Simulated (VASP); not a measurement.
# PtSe2 (P-3m1) in VASP: a series of runs, part 3 of 3

VASP 6.6.1.

## (5) Single point, PBE

This run uses another cell than the first one, of 26.41 Å³/atom, 1.307 times its volume.

Input file INCAR:

```
SYSTEM = PtSe2
PREC = Accurate
ENCUT = 520
EDIFF = 1E-6
ISMEAR = 0
SIGMA = 0.02
LREAL = .FALSE.
LASPH = .TRUE.
NELM = 60
ALGO = Normal
ISIF = 2
LWAVE = .FALSE.
LCHARG = .FALSE.
GGA = PE
NBANDS = 18
```

Input file KPOINTS:

```
Automatic mesh
0
G
  12 12 4
  0 0 0
```

Input file POSCAR:

```
PtSe2
1.0
    3.7515594964      0.0000000000      0.0000000000
   -1.8757797482      3.2489458277      0.0000000000
    0.0000000000      0.0000000000      6.5013330579
Pt Se
1 2
Direct
    0.0000000000      0.0000000000      0.0000000000
    0.6666666667      0.3333333333      0.7990307627
    0.3333333333      0.6666666667      0.2009692373
```

Potentials or basis: VASP PAW PBE potentials, release 64 (Pt, Se).

Started as:

```sh
$ cat potpaw_PBE.64/Pt/POTCAR potpaw_PBE.64/Se/POTCAR > POTCAR
$ mpirun -np 1 vasp_std > vasp.out
```

OUTCAR:

```text
SYSTEM = PtSe2
   PREC = Accurate
   ENCUT = 520
   EDIFF = 1E-6
   ISMEAR = 0
   LREAL = .FALSE.
   LASPH = .TRUE.
   NELM = 60
   ISIF = 2
   GGA = PE

 ion  position               nearest neighbor table
   1  0.000  0.000  0.000-   2 2.53   3 2.53   2 2.53   3 2.53   2 2.53   3 2.53
   2  0.667  0.333  0.799-   1 2.53   1 2.53   1 2.53
   3  0.333  0.667  0.201-   1 2.53   1 2.53   1 2.53

  LATTYP: Found a hexagonal cell.
 ALAT       =     3.7515594964
 C/A-ratio  =     1.7329681334

  Lattice vectors:

 A1 = (   3.7515594964,   0.0000000000,   0.0000000000)
 A2 = (  -1.8757797482,   3.2489458277,   0.0000000000)
 A3 = (   0.0000000000,   0.0000000000,   6.5013330579)

Analysis of symmetry for initial positions (statically):
=====================================================================
 Subroutine PRICEL returns:
 Original cell was already a primitive cell.

 Routine SETGRP: Setting up the symmetry group for a
 hexagonal supercell.

 Subroutine GETGRP returns: Found 12 space group operations
 (whereof 12 operations were pure point group operations)
 out of a pool of 24 trial point group operations.

The static configuration has the point symmetry D_3d.

Analysis of symmetry for dynamics (positions and initial velocities):
=====================================================================
 Subroutine PRICEL returns:
 Original cell was already a primitive cell.

 Routine SETGRP: Setting up the symmetry group for a
 hexagonal supercell.

 Subroutine GETGRP returns: Found 12 space group operations
 (whereof 12 operations were pure point group operations)
 out of a pool of 24 trial point group operations.

The dynamic configuration has the point symmetry D_3d.

 Subroutine INISYM returns: Found 12 space group operations
 (whereof 12 operations are pure point group operations),
 and found     1 'primitive' translations

----------------------------------------------------------------------------------------

                                     Primitive cell

  volume of cell :      79.2422

  direct lattice vectors                    reciprocal lattice vectors
     3.751559496  0.000000000  0.000000000     0.266555815  0.153896072  0.000000000
    -1.875779748  3.248945828  0.000000000     0.000000000  0.307792143  0.000000000
     0.000000000  0.000000000  6.501333058     0.000000000  0.000000000  0.153814609

  length of vectors
     3.751559496  3.751559496  6.501333058     0.307792143  0.307792143  0.153814609

  position of ions in fractional coordinates (direct lattice)
     0.000000000  0.000000000  0.000000000
     0.666666667  0.333333333  0.799030763
     0.333333333  0.666666667  0.200969237

  ion indices of the primitive-cell ions
   primitive index   ion index
                 1           1
                 2           2
                 3           3

----------------------------------------------------------------------------------------

 KPOINTS: Automatic mesh

Automatic generation of k-mesh.
 Grid dimensions read from file:
 generate k-points for:   12   12    4

 Generating k-lattice:

  Cartesian coordinates                     Fractional coordinates (reciprocal lattice)
     0.022212985  0.012824673  0.000000000     0.083333333  0.000000000  0.000000000
     0.000000000  0.025649345  0.000000000     0.000000000  0.083333333  0.000000000
     0.000000000  0.000000000  0.038453652     0.000000000  0.000000000  0.250000000

  Length of vectors
     0.025649345  0.025649345  0.038453652

  Shift w.r.t. Gamma in fractional coordinates (k-lattice)
     0.000000000  0.000000000  0.000000000

 Subroutine IBZKPT returns following result:
 ===========================================

 Found     69 irreducible k-points:

 Following reciprocal coordinates:
            Coordinates               Weight
  0.000000  0.000000  0.000000      1.000000
  0.083333 -0.000000  0.000000      6.000000
  0.166667 -0.000000  0.000000      6.000000
  0.250000 -0.000000  0.000000      6.000000
  0.333333  0.000000  0.000000      6.000000
  0.416667 -0.000000  0.000000      6.000000
[... 16 lines left out ...]
  0.166667 -0.000000  0.250000      6.000000
  0.000000  0.166667  0.250000      6.000000
 [... further k-points ...]
   k-points           NKPTS =     69   k-points in BZ     NKDIM =     69   number of bands    NBANDS=     18
   number of dos      NEDOS =    301   number of ions     NIONS =      3
   total plane-waves  NPLWV =  37632
   dimension x,y,z NGX =    28 NGY =   28 NGZ =   48
   dimension x,y,z NGXF=    56 NGYF=   56 NGZF=   96
   ions per type =               1   2
   NGX,Y,Z   is equivalent  to a cutoff of  12.41, 12.41, 12.27 a.u.
   NGXF,Y,Z  is equivalent  to a cutoff of  24.82, 24.82, 24.55 a.u.
 SYSTEM =  PtSe2
   PREC   = accura    normal or accurate (medium, high low for compatibility)
   ISTART =      0    job   : 0-new  1-cont  2-samecut
   ICHARG =      2    charge: 1-file 2-atom 10-const
   ISPIN  =      1    spin polarized calculation?
   LNONCOLLINEAR =      F non collinear calculations
   LSORBIT =      F    spin-orbit coupling
   LASPH  =      T    aspherical Exc in radial PAW
   ENCUT  =  520.0 eV  38.22 Ry    6.18 a.u.   6.98  6.98 12.09*2*pi/ulx,y,z
   NELM   =     60;   NELMIN=  2; NELMDL= -5     # of ELM steps
   EDIFF  = 0.1E-05   stopping-criterion for ELM
   LREAL  =      F    real-space projection
   EDIFFG = 0.1E-04   stopping-criterion for IOM
   NSW    =      0    number of steps for IOM
   IBRION =     -1    ionic relax: 0-MD 1-quasi-New 2-CG
   NFREE  =      0    steps in history (QN), initial steepest desc. (CG)
   ISIF   =      2    stress and relaxation
   ISYM   =      2    0-nonsym 1-usesym 2-fastsym
   POTIM  = 0.5000    time-step for ionic-motion
   TEBEG  =    0.0;   TEEND  =   0.0 temperature during run
   PSTRESS=    0.0 pullay stress
   NELECT =      22.0000    total number of electrons
   NUPDOWN=      -1.0000    fix difference up-down
   EMIN   =  10.00;   EMAX   =-10.00  energy-range for DOS
   EFERMI =   0.00;   METHOD = LEGACY
   ISMEAR =     0;   SIGMA  =   0.02  broadening in eV -4-tet -1-fermi 0-gaus
   EFERMI_NEDOS =   21; number of points for ismear=-14 and -15
   IALGO  =     38    algorithm
   IMIX   =      4    mixing-type and parameters
     AMIX     =   0.40;   BMIX     =  1.00
     AMIX_MAG =   1.60;   BMIX_MAG =  1.00
  volume/ion in A,a.u.               =      26.41       178.25
  Fermi-wavevector in a.u.,A,eV,Ry     =   1.067981  2.018191 15.518576  1.140583
  Thomas-Fermi vector in A             =   2.203615
   LORBIT       =      0    0 simple, 1 ext, 2 COOP (PROOUT), +10 PAW based schemes
   GGA     = PE    functional components
   LHFCALC =     F    Hartree Fock is set to
   AEXX    =    0.0000 exact exchange contribution
   IVDW    =     0    specifies the selected vdW correction
   LEPSILON=     F    determine dielectric tensor
   LRPA    =     F    only Hartree local field effects (RPA)
 non-spin polarized calculation
 Gauss-broadening in eV      SIGMA  =   0.02
  energy-cutoff  :      520.00
  volume of cell :       79.24
 maximum number of plane-waves:      2159
   NGX = 13   NGY = 13   NGZ = 25

 number of electron      21.9999996 magnetization

 Free energy of the ion-electron system (eV)
  ---------------------------------------------------
  ext. energy  EPLUGINS =         0.00000000
  ---------------------------------------------------
  free energy    TOTEN  =       -14.30306546 eV

  energy without entropy =      -14.30306546  energy(sigma->0) =      -14.30306546

 E-fermi :   3.2107     XC(G=0):  -8.9893

 val. band max:        3.0564523709   @ k =   0.0833   0.0833   0.0000
 cond. band min:       3.9291061296   @ k =   0.0000   0.2500   0.2500
 fundamental gap:      0.8726537587
 Fermi energy:         3.2107452375

 k-point     1 :       0.0000    0.0000    0.0000
  band No.  band energies     occupation
      1     -11.1384      2.00000
      2      -9.3028      2.00000
      3      -2.3439      2.00000
      4      -2.2190      2.00000
      5      -2.2190      2.00000
      6       0.0174      2.00000
[... 10 lines left out ...]
     17      11.1631      0.00000
     18      12.1527      0.00000
[... 463 lines left out ...]
 k-point    24 :       0.0000    0.1667    0.2500
  band No.  band energies     occupation
      1     -10.8393      2.00000
      2      -9.3714      2.00000
      3      -2.2708      2.00000
      4      -2.0557      2.00000
      5      -1.8768      2.00000
      6      -0.4672      2.00000
[... 10 lines left out ...]
     17      11.4362      0.00000
     18      12.2085      0.00000

 [... further k-points ...]
[... 5 lines left out ...]
  --------------------------------------------------------------------------------------
  -------------------------------------------------------------------------------------
  Total       -0.0158959     -0.0158959     -0.0066264      0.0000000      0.0000000      0.0000000
  in kB       -0.3213940     -0.3213940     -0.1339784      0.0000000      0.0000000      0.0000000
  external PRESSURE =      -0.2589221 kB  Pullay stress =       0.0000000 kB

 VOLUME and BASIS-vectors are now :
 -----------------------------------------------------------------------------
  energy-cutoff  :      520.00
  volume of cell :       79.24
      direct lattice vectors                 reciprocal lattice vectors
     3.751559496  0.000000000  0.000000000     0.266555815  0.153896072  0.000000000
    -1.875779748  3.248945828  0.000000000     0.000000000  0.307792143  0.000000000
     0.000000000  0.000000000  6.501333058     0.000000000  0.000000000  0.153814609

 POSITION                                       TOTAL-FORCE (eV/Angst)
 -----------------------------------------------------------------------------------
      0.00000      0.00000      0.00000        -0.000000      0.000000     -0.000000
      1.87578      1.08298      5.19477         0.000000      0.000000      0.001068
     -0.00000      2.16596      1.30657        -0.000000     -0.000000     -0.001068
 -----------------------------------------------------------------------------------
    total drift:                               -0.000000      0.000000     -0.000000

  FREE ENERGIE OF THE ION-ELECTRON SYSTEM (eV)
  ---------------------------------------------------
  free  energy   TOTEN  =       -14.3030654556 eV

  energy  without entropy=      -14.3030654556  energy(sigma->0) =      -14.30306546
```

OSZICAR:

```text
N       E                     dE             d eps       ncg     rms          rms(c)
DAV:   1     0.113338467797E+03    0.11334E+03   -0.96365E+03  2492   0.104E+03
DAV:   2    -0.925469360847E+01   -0.12259E+03   -0.11821E+03  3052   0.202E+02
DAV:   3    -0.150947299617E+02   -0.58400E+01   -0.58009E+01  3062   0.453E+01
DAV:   4    -0.151521533935E+02   -0.57423E-01   -0.57396E-01  3096   0.481E+00
DAV:   5    -0.151529820150E+02   -0.82862E-03   -0.82857E-03  3088   0.553E-01    0.119E+01
DAV:   6    -0.145313175928E+02    0.62166E+00   -0.42021E+00  2566   0.192E+01    0.680E+00
DAV:   7    -0.143220612909E+02    0.20926E+00   -0.85675E-01  2562   0.899E+00    0.348E+00
DAV:   8    -0.143056011063E+02    0.16460E-01   -0.56181E-02  2904   0.160E+00    0.757E-01
DAV:   9    -0.143027091980E+02    0.28919E-02   -0.90331E-03  2798   0.923E-01    0.194E-01
DAV:  10    -0.143030464454E+02   -0.33725E-03   -0.17031E-03  2776   0.243E-01    0.529E-02
DAV:  11    -0.143030572876E+02   -0.10842E-04   -0.73694E-05  3134   0.733E-02    0.299E-02
DAV:  12    -0.143030647646E+02   -0.74770E-05   -0.22040E-05  2616   0.314E-02    0.388E-03
DAV:  13    -0.143030654556E+02   -0.69098E-06   -0.21924E-06  2986   0.960E-03
   1 F= -.14303065E+02 E0= -.14303065E+02  d E =-.167639E-29
```

It took 58 s on 1 thread of Intel Xeon Platinum 8375C at 2.90GHz (Ice Lake), shared host; peak memory 0.25 GiB.

Results:

```
Free energy            : -14.3031 eV
Pressure               : 0.0 GPa
Band gap on the k mesh : 0.87 eV, indirect (least direct gap 1.03 eV)
```

Caveat: spin-orbit coupling is left out, which moves the levels of the heavy elements; this functional lacks dispersion, which binds the layers, so the pressure and a relaxed spacing across them are unreliable. A k mesh can miss the band edges.

## (6) Single point, PBE

This run uses another cell than the first one, of 17.81 Å³/atom, 0.881 times its volume.

Input file INCAR:

```
SYSTEM = PtSe2
PREC = Accurate
ENCUT = 520
EDIFF = 1E-6
ISMEAR = 0
SIGMA = 0.1
LREAL = .False.
LASPH = .True.
NELM = 60
ALGO = Normal
ISIF = 2
LWAVE = .False.
LCHARG = .False.
GGA = PE
NBANDS = 18
```

Input file KPOINTS:

```
Automatic mesh
0
Gamma
  12 12 10
  0 0 0
```

Input file POSCAR:

```
PtSe2
1.0
    3.7139803360      0.0000000000      0.0000000000
   -1.8569901680      3.2164013201      0.0000000000
    0.0000000000      0.0000000000      4.4722121632
Pt Se
1 2
Direct
    0.0000000000      0.0000000000      0.0000000000
    0.6666666667      0.3333333333      0.7182937014
    0.3333333333      0.6666666667      0.2817062986
```

Potentials or basis: VASP PAW PBE potentials, release 64 (Pt, Se).

Started as:

```sh
$ cat potpaw_PBE.64/Pt/POTCAR potpaw_PBE.64/Se/POTCAR > POTCAR
$ mpirun -np 1 vasp_std > vasp.out
```

Run time: 90 s. Hardware: 1 thread of Intel Xeon Platinum 8375C at 2.90GHz (Ice Lake), shared host; peak memory 0.29 GiB.

The run converged. Its results:

| Property | Result |
| --- | --- |
| Free energy | -13.8692 eV |
| Pressure | 15.0 GPa |
| Largest force | 0.011 eV/Å |
| Band gap on the k mesh | zero (band 11 reaches 8.82 eV, above the bottom of band 12 at 8.12 eV) |

Forces in eV/Å, atoms in the order of the input:
```
Pt   0.000  0.000  0.000
Se   0.000  0.000 -0.011
Se   0.000  0.000  0.011
```

Levels at points of the mesh, in eV from the Fermi level:
```csv
k point,band 7,band 8,band 9,band 10,band 11,band 12,band 13,band 14,band 15,band 16
"(0.00, 0.00, 0.00)",-4.03,-2.59,-1.06,-1.06,0.64,0.64,0.98,3.04,4.62,7.20
"(0.50, 0.00, 0.00)",-4.41,-3.52,-3.46,-3.45,-3.13,0.45,3.05,5.55,6.53,7.07
"(0.00, 0.00, 0.50)",-4.14,-3.04,-2.25,-2.25,-1.76,2.68,2.68,5.21,6.38,6.38
"(0.50, 0.00, 0.50)",-3.56,-3.54,-3.23,-2.56,-1.06,0.20,1.72,5.06,5.81,8.39
```

Caveat: spin-orbit coupling is left out, which moves the levels of the heavy elements.

## (7) The runs side by side

| cell | k mesh | smearing | gap on the mesh (eV) | pressure (GPa) | largest force (eV/Å) |
| --- | --- | --- | --- | --- | --- |
| a = 3.775, b = 3.775, c = 4.913 Å, angles 90.0, 90.0, 120.0°, 3 atoms | 12 × 12 × 4 | gaussian 0.02 eV | none | 3.0 | - |
| a = 3.653, b = 3.653, c = 4.237 Å, angles 90.0, 90.0, 120.0°, 3 atoms | 12 × 12 × 10 | gaussian 0.1 eV | none | 30.1 | 0.01 |
| a = 3.752, b = 3.752, c = 6.501 Å, angles 90.0, 90.0, 120.0°, 3 atoms | 12 × 12 × 4 | gaussian 0.02 eV | 0.87 | 0.0 | - |
| a = 3.714, b = 3.714, c = 4.472 Å, angles 90.0, 90.0, 120.0°, 3 atoms | 12 × 12 × 10 | gaussian 0.1 eV | none | 15.0 | 0.01 |

Alike in all rows: task single point; level PBE; potentials or basis VASP PAW PBE potentials, release 64 (Pt, Se); no spin polarisation; cutoff (eV) 520.

Caveats: spin-orbit coupling is left out, which moves the levels of the heavy elements; this functional lacks dispersion, which binds the layers, so the pressure and a relaxed spacing across them are unreliable (some runs).

Absolute energies hang on the potentials; compare differences alone.
